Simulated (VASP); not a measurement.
Here is a VASP 6.6.1 calculation.

File INCAR:

```
SYSTEM = Si3As
PREC = Accurate ; ENCUT = 520
EDIFF = 1E-6 ; ISMEAR = 0
SIGMA = 0.1 ; LREAL = .False.
LASPH = .True. ; NELM = 100
ALGO = Normal ; ISIF = 2
LWAVE = .False. ; LCHARG = .False.
GGA = PE ; NBANDS = 16
```

File KPOINTS:

```
regular mesh
0
Gamma
  4 4 4
  0 0 0
```

Contents of POSCAR:

```
Si3As
1.0
   -2.5756389533      2.5756389533      2.5756389533
    2.5756389533     -2.5756389533      2.5756389533
    2.5756389533      2.5756389533     -2.5756389533
Si As
3 1
Direct
    0.0000000000      0.5000000000      0.5000000000
    0.5000000000      0.0000000000      0.5000000000
    0.5000000000      0.5000000000      0.0000000000
    0.0000000000      0.0000000000      0.0000000000
```

Potentials or basis: VASP PAW PBE potentials, release 64 (Si, As).

Command:

```console
$ cat potpaw_PBE.64/Si/POTCAR potpaw_PBE.64/As/POTCAR > POTCAR
$ mpirun -np 1 vasp_std > vasp.out
```

Task: Estimate the pressure.

Result: 0.1 GPa.

Caveat: the k points lie up to 0.43 Å⁻¹ apart.
